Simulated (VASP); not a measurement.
# BaTiO3 (P4/mmm) in VASP: a series of runs, part 2 of 2

VASP 6.6.1. The steps go on from the part before.

**3. Single point, PBE**

This run uses another cell than the first one, of 13.05 Å³/atom.

Input file INCAR:

```
  PREC = Accurate
  ENCUT = 1340
  EDIFF = 1E-6
  ISMEAR = 0
  SIGMA = 0.02
  LREAL = F
  LASPH = T
  NELM = 120
  ALGO = Normal
  ISIF = 2
  LWAVE = F
  LCHARG = F
  GGA = PE
  NBANDS = 28
  GGA_COMPAT = F
```

Input file KPOINTS:

```
regular mesh
0
Gamma
  8 8 8
```

Input file POSCAR:

```
BaTiO3
1.0
    4.0594434426      0.0000000000      0.0000000000
    0.0000000000      4.0087909230      0.0000000000
    0.0000000000      0.0000000000      4.0087909230
Ba Ti O
1 1 3
Direct
    0.5000000000      0.5000000000      0.5000000000
    0.0000000000      0.0000000000      0.0000000000
    0.5000000000      0.0000000000      0.0000000000
    0.0000000000      0.5000000000      0.0000000000
    0.0000000000      0.0000000000      0.5000000000
```

Potentials or basis: VASP PAW PBE potentials, release 64 (Ba_sv, Ti_sv, O_h).

Started as:

```console
cat potpaw_PBE.64/Ba_sv/POTCAR potpaw_PBE.64/Ti_sv/POTCAR potpaw_PBE.64/O_h/POTCAR > POTCAR
mpirun -np 1 vasp_std > vasp.out
```

OUTCAR:

```text
PREC = Accurate
   ENCUT = 1340
   EDIFF = 1E-6
   ISMEAR = 0
   LREAL = F
   LASPH = T
   NELM = 120
   ISIF = 2
   GGA = PE

 ion  position               nearest neighbor table
   1  0.500  0.500  0.500-   3 2.83   3 2.83   3 2.83   3 2.83   4 2.85   5 2.85   5 2.85   4 2.85
                             4 2.85   5 2.85   4 2.85   5 2.85   2 3.49   2 3.49   2 3.49   2 3.49
   2  0.000  0.000  0.000-   4 2.00   5 2.00   5 2.00   4 2.00   3 2.03   3 2.03   1 3.49   1 3.49
                             1 3.49   1 3.49   1 3.49   1 3.49   1 3.49   1 3.49
   3  0.500  0.000  0.000-   2 2.03   2 2.03   1 2.83   1 2.83   1 2.83   1 2.83
   4  0.000  0.500  0.000-   2 2.00   2 2.00   1 2.85   1 2.85   1 2.85   1 2.85
   5  0.000  0.000  0.500-   2 2.00   2 2.00   1 2.85   1 2.85   1 2.85   1 2.85

  LATTYP: Found a simple tetragonal cell.
 ALAT       =     4.0087909230
 C/A-ratio  =     1.0126353608

  Lattice vectors:

 A1 = (   0.0000000000,   4.0087909230,   0.0000000000)
 A2 = (   0.0000000000,   0.0000000000,   4.0087909230)
 A3 = (   4.0594434426,   0.0000000000,   0.0000000000)

Analysis of symmetry for initial positions (statically):
=====================================================================
 Subroutine PRICEL returns:
 Original cell was already a primitive cell.

 Routine SETGRP: Setting up the symmetry group for a
 simple tetragonal supercell.

 Subroutine GETGRP returns: Found 16 space group operations
 (whereof 16 operations were pure point group operations)
 out of a pool of 16 trial point group operations.

The static configuration has the point symmetry D_4h.

Analysis of symmetry for dynamics (positions and initial velocities):
=====================================================================
 Subroutine PRICEL returns:
 Original cell was already a primitive cell.

 Routine SETGRP: Setting up the symmetry group for a
[... 125 lines left out ...]
   EMIN   =  10.00;   EMAX   =-10.00  energy-range for DOS
   EFERMI =   0.00;   METHOD = LEGACY
   ISMEAR =     0;   SIGMA  =   0.02  broadening in eV -4-tet -1-fermi 0-gaus
   EFERMI_NEDOS =   21; number of points for ismear=-14 and -15
   IALGO  =     38    algorithm
   IMIX   =      4    mixing-type and parameters
     AMIX     =   0.40;   BMIX     =  1.00
     AMIX_MAG =   1.60;   BMIX_MAG =  1.00
  volume/ion in A,a.u.               =      13.05        88.05
  Fermi-wavevector in a.u.,A,eV,Ry     =   1.390797  2.628225 26.317969  1.934316
  Thomas-Fermi vector in A             =   2.514698
   LORBIT       =      0    0 simple, 1 ext, 2 COOP (PROOUT), +10 PAW based schemes
   GGA     = PE    functional components
   LHFCALC =     F    Hartree Fock is set to
   AEXX    =    0.0000 exact exchange contribution
   IVDW    =     0    specifies the selected vdW correction
   LEPSILON=     F    determine dielectric tensor
   LRPA    =     F    only Hartree local field effects (RPA)
 non-spin polarized calculation
 Gauss-broadening in eV      SIGMA  =   0.02
  energy-cutoff  :     1340.00
  volume of cell :       65.24
 maximum number of plane-waves:      7294
   NGX = 25   NGY = 23   NGZ = 23

 number of electron      39.9999999 magnetization

 Free energy of the ion-electron system (eV)
  ---------------------------------------------------
  ext. energy  EPLUGINS =         0.00000000
  ---------------------------------------------------
  free energy    TOTEN  =       -40.00750443 eV

  energy without entropy =      -40.00750443  energy(sigma->0) =      -40.00750443

 E-fermi :   4.2514     XC(G=0): -11.1727

 val. band max:        4.0675632426   @ k =   0.5000   0.5000   0.5000
 cond. band min:       5.7581930722   @ k =   0.0000   0.0000   0.0000
 fundamental gap:      1.6906298296
 Fermi energy:         4.2514130083

 k-point     1 :       0.0000    0.0000    0.0000
  band No.  band energies     occupation
      1     -52.6566      2.00000
      2     -28.8592      2.00000
      3     -28.8592      2.00000
      4     -28.8563      2.00000
      5     -20.7984      2.00000
      6     -12.8027      2.00000
[... 733 lines left out ...]
     27      11.9661      0.00000
     28      13.5345      0.00000

 [... further k-points ...]
[... 5 lines left out ...]
  --------------------------------------------------------------------------------------
  -------------------------------------------------------------------------------------
  Total       -0.2827005      0.6250452      0.6250452      0.0000000      0.0000000     -0.0000000
  in kB       -6.9429474     15.3507186     15.3507186      0.0000000      0.0000000     -0.0000000
  external PRESSURE =       7.9194966 kB  Pullay stress =       0.0000000 kB

 VOLUME and BASIS-vectors are now :
 -----------------------------------------------------------------------------
  energy-cutoff  :     1340.00
  volume of cell :       65.24
      direct lattice vectors                 reciprocal lattice vectors
     4.059443443  0.000000000  0.000000000     0.246339188  0.000000000  0.000000000
     0.000000000  4.008790923  0.000000000     0.000000000  0.249451772  0.000000000
     0.000000000  0.000000000  4.008790923     0.000000000  0.000000000  0.249451772

 POSITION                                       TOTAL-FORCE (eV/Angst)
 -----------------------------------------------------------------------------------
      2.02972      2.00440      2.00440         0.000000      0.000000      0.000000
      0.00000      0.00000      0.00000         0.000000      0.000000      0.000000
      2.02972      0.00000      0.00000         0.000000      0.000000      0.000000
      0.00000      2.00440      0.00000         0.000000      0.000000      0.000000
      0.00000      0.00000      2.00440         0.000000      0.000000      0.000000
 -----------------------------------------------------------------------------------
    total drift:                                0.000000      0.000000      0.000000

  FREE ENERGIE OF THE ION-ELECTRON SYSTEM (eV)
  ---------------------------------------------------
  free  energy   TOTEN  =       -40.0075044311 eV

  energy  without entropy=      -40.0075044311  energy(sigma->0) =      -40.00750443
```

OSZICAR:

```text
N       E                     dE             d eps       ncg     rms          rms(c)
DAV:   1     0.656588371833E+03    0.65659E+03   -0.35125E+04  4200   0.308E+03
DAV:   2     0.720357188296E+02   -0.58455E+03   -0.55898E+03  4392   0.618E+02
DAV:   3    -0.432314181284E+02   -0.11527E+03   -0.10822E+03  5940   0.210E+02
DAV:   4    -0.507902535426E+02   -0.75588E+01   -0.75288E+01  5392   0.527E+01
DAV:   5    -0.510441762721E+02   -0.25392E+00   -0.25367E+00  6368   0.954E+00    0.228E+01
DAV:   6    -0.401462501335E+02    0.10898E+02   -0.58072E+01  6264   0.650E+01    0.993E+00
DAV:   7    -0.401809711994E+02   -0.34721E-01   -0.10739E+01  5832   0.228E+01    0.654E+00
DAV:   8    -0.400182022007E+02    0.16277E+00   -0.67578E-01  5124   0.679E+00    0.374E+00
DAV:   9    -0.400381988939E+02   -0.19997E-01   -0.44656E-01  6176   0.614E+00    0.171E+00
DAV:  10    -0.400145763188E+02    0.23623E-01   -0.18754E-01  5132   0.426E+00    0.742E-01
DAV:  11    -0.400081924088E+02    0.63839E-02   -0.31069E-02  5372   0.111E+00    0.310E-01
DAV:  12    -0.400077598121E+02    0.43260E-03   -0.73766E-03  5252   0.839E-01    0.132E-01
DAV:  13    -0.400075800957E+02    0.17972E-03   -0.48810E-04  5352   0.226E-01    0.746E-02
DAV:  14    -0.400075037623E+02    0.76333E-04   -0.17525E-04  5892   0.131E-01    0.185E-02
DAV:  15    -0.400075044221E+02   -0.65981E-06   -0.34249E-05  6204   0.458E-02    0.717E-03
DAV:  16    -0.400075044311E+02   -0.90286E-08   -0.47679E-06  4948   0.177E-02
   1 F= -.40007504E+02 E0= -.40007504E+02  d E =-.441074E-41
```

stdout:

```text
POSCAR found type information on POSCAR BaTiO
 POSCAR found :  3 types and       5 ions
 scaLAPACK will be used
 LDA part: xc-table for (Slater+PW92), standard interpolation
 POSCAR, INCAR and KPOINTS ok, starting setup
 FFT: planning ... GRIDC
 FFT: planning ... GRID_SOFT
 FFT: planning ... GRID
 WAVECAR not read
 entering main loop
```

Run time: 7 min. Hardware: 1 thread of Intel Xeon Platinum 8259CL at 2.50GHz (Skylake/Cascade Lake), shared host; peak memory 0.73 GiB.

Results:

```
Free energy            : -40.0075 eV
Pressure               : 0.8 GPa
Band gap on the k mesh : 1.69 eV (least direct gap 1.86 eV)
```

Caveat: spin-orbit coupling is left out, which moves the levels of the heavy elements. A k mesh can miss the band edges.

**4. Single point, PBE**

Input file INCAR:

```
PREC = Accurate
ENCUT = 1340
EDIFF = 1E-6
ISMEAR = 0
SIGMA = 0.02
LREAL = F
LASPH = T
NELM = 120
ALGO = Normal
ISIF = 2
LWAVE = F
LCHARG = F
GGA = PE
NBANDS = 28
GGA_COMPAT = F
```

Input file KPOINTS:

```
Automatic mesh
0
Gamma
  8 8 8
```

POSCAR, as its differences from that of step 3:

```diff
@@ -2,5 +2,5 @@
 1.0
-    4.0594434426      0.0000000000      0.0000000000
-    0.0000000000      4.0087909230      0.0000000000
-    0.0000000000      0.0000000000      4.0087909230
+    4.0996359519      0.0000000000      0.0000000000
+    0.0000000000      3.9986887195      0.0000000000
+    0.0000000000      0.0000000000      3.9986887195
 Ba Ti O
```

Potentials or basis: VASP PAW PBE potentials, release 64 (Ba_sv, Ti_sv, O_h).

Started as:

```console
cat potpaw_PBE.64/Ba_sv/POTCAR potpaw_PBE.64/Ti_sv/POTCAR potpaw_PBE.64/O_h/POTCAR > POTCAR
mpirun -np 1 vasp_std > vasp.out
```

OUTCAR:

```text
PREC = Accurate
   ENCUT = 1340
   EDIFF = 1E-6
   ISMEAR = 0
   LREAL = F
   LASPH = T
   NELM = 120
   ISIF = 2
   GGA = PE

 ion  position               nearest neighbor table
   1  0.500  0.500  0.500-   3 2.83   3 2.83   3 2.83   3 2.83   4 2.86   5 2.86   5 2.86   4 2.86
                             4 2.86   5 2.86   4 2.86   5 2.86   2 3.49   2 3.49   2 3.49   2 3.49
   2  0.000  0.000  0.000-   4 2.00   5 2.00   5 2.00   4 2.00   3 2.05   3 2.05   1 3.49   1 3.49
                             1 3.49   1 3.49   1 3.49   1 3.49   1 3.49   1 3.49
   3  0.500  0.000  0.000-   2 2.05   2 2.05   1 2.83   1 2.83   1 2.83   1 2.83
[... 952 lines left out ...]
  -------------------------------------------------------------------------------------
  Total       -1.1249552      0.6249021      0.6249021      0.0000000      0.0000000      0.0000000
  in kB      -27.4957350     15.2736231     15.2736231      0.0000000      0.0000000      0.0000000
  external PRESSURE =       1.0171704 kB  Pullay stress =       0.0000000 kB

 VOLUME and BASIS-vectors are now :
 -----------------------------------------------------------------------------
  energy-cutoff  :     1340.00
  volume of cell :       65.55
      direct lattice vectors                 reciprocal lattice vectors
     4.099635952  0.000000000  0.000000000     0.243924098  0.000000000  0.000000000
     0.000000000  3.998688720  0.000000000     0.000000000  0.250081982  0.000000000
     0.000000000  0.000000000  3.998688720     0.000000000  0.000000000  0.250081982

 POSITION                                       TOTAL-FORCE (eV/Angst)
 -----------------------------------------------------------------------------------
      2.04982      1.99934      1.99934         0.000000      0.000000      0.000000
      0.00000      0.00000      0.00000         0.000000      0.000000      0.000000
      2.04982      0.00000      0.00000         0.000000      0.000000      0.000000
      0.00000      1.99934      0.00000         0.000000      0.000000      0.000000
      0.00000      0.00000      1.99934         0.000000      0.000000      0.000000
 -----------------------------------------------------------------------------------
    total drift:                                0.000000      0.000000     -0.000000

  FREE ENERGIE OF THE ION-ELECTRON SYSTEM (eV)
  ---------------------------------------------------
  free  energy   TOTEN  =       -39.9978720447 eV

  energy  without entropy=      -39.9978720447  energy(sigma->0) =      -39.99787204
```

OSZICAR:

```text
N       E                     dE             d eps       ncg     rms          rms(c)
DAV:   1     0.664041434088E+03    0.66404E+03   -0.35115E+04  4200   0.308E+03
DAV:   2     0.758373239176E+02   -0.58820E+03   -0.56211E+03  4364   0.623E+02
DAV:   3    -0.428118634277E+02   -0.11865E+03   -0.11135E+03  5920   0.212E+02
DAV:   4    -0.507821650598E+02   -0.79703E+01   -0.79367E+01  5476   0.539E+01
DAV:   5    -0.510544681587E+02   -0.27230E+00   -0.27202E+00  6348   0.980E+00    0.227E+01
DAV:   6    -0.401508075586E+02    0.10904E+02   -0.57642E+01  6236   0.648E+01    0.997E+00
DAV:   7    -0.401801242569E+02   -0.29317E-01   -0.10977E+01  5804   0.230E+01    0.653E+00
DAV:   8    -0.400146199847E+02    0.16550E+00   -0.67299E-01  5184   0.668E+00    0.381E+00
DAV:   9    -0.400317584608E+02   -0.17138E-01   -0.48948E-01  6068   0.643E+00    0.179E+00
DAV:  10    -0.400054682100E+02    0.26290E-01   -0.21191E-01  5188   0.441E+00    0.755E-01
DAV:  11    -0.399987040352E+02    0.67642E-02   -0.33114E-02  5304   0.116E+00    0.336E-01
DAV:  12    -0.399979241179E+02    0.77992E-03   -0.64116E-03  5172   0.772E-01    0.832E-02
DAV:  13    -0.399979843742E+02   -0.60256E-04   -0.37763E-04  5472   0.163E-01    0.910E-02
DAV:  14    -0.399978704318E+02    0.11394E-03   -0.25349E-04  5448   0.158E-01    0.140E-02
DAV:  15    -0.399978715999E+02   -0.11681E-05   -0.29080E-05  6228   0.392E-02    0.573E-03
DAV:  16    -0.399978720447E+02   -0.44481E-06   -0.26043E-06  4584   0.155E-02
   1 F= -.39997872E+02 E0= -.39997872E+02  d E =-.236648E-19
```

stdout:

```text
POSCAR found type information on POSCAR BaTiO
 POSCAR found :  3 types and       5 ions
 scaLAPACK will be used
 LDA part: xc-table for (Slater+PW92), standard interpolation
 POSCAR, INCAR and KPOINTS ok, starting setup
 FFT: planning ... GRIDC
 FFT: planning ... GRID_SOFT
 FFT: planning ... GRID
 WAVECAR not read
 entering main loop
```

Wall time 6.2 min (1 thread of Intel Xeon Platinum 8488C (Sapphire Rapids), shared host); peak memory 0.73 GiB.

What came out:

```
Free energy            : -39.9979 eV
Pressure               : 0.1 GPa
Band gap on the k mesh : 1.66 eV (least direct gap 1.85 eV)
```

Levels at points of the mesh, in eV from the valence-band top:
```tsv
k point	band 16	band 17	band 18	band 19	band 20	band 21	band 22	band 23	band 24	band 25
(0.00, 0.00, 0.00)	-1.06	-1.06	-0.22	-0.19	-0.19	1.66	1.66	1.70	3.63	3.82
(0.50, 0.00, 0.00)	-1.88	-1.66	-1.66	-0.73	-0.73	1.83	3.21	3.21	3.82	5.60
(0.00, 0.50, 0.00)	-1.93	-1.92	-1.87	-0.77	-0.73	1.82	3.41	3.42	3.68	5.74
(0.50, 0.50, 0.00)	-2.53	-1.76	-0.99	-0.98	-0.15	3.22	3.43	3.72	4.62	7.30
(0.00, 0.50, 0.50)	-2.75	-1.74	-0.78	-0.78	-0.07	3.42	3.42	3.85	4.39	7.60
(0.50, 0.50, 0.50)	-2.38	-2.38	-0.05	-0.05	0.00	3.96	3.96	4.07	6.55	6.55
```

Caveat: spin-orbit coupling is left out, which moves the levels of the heavy elements.
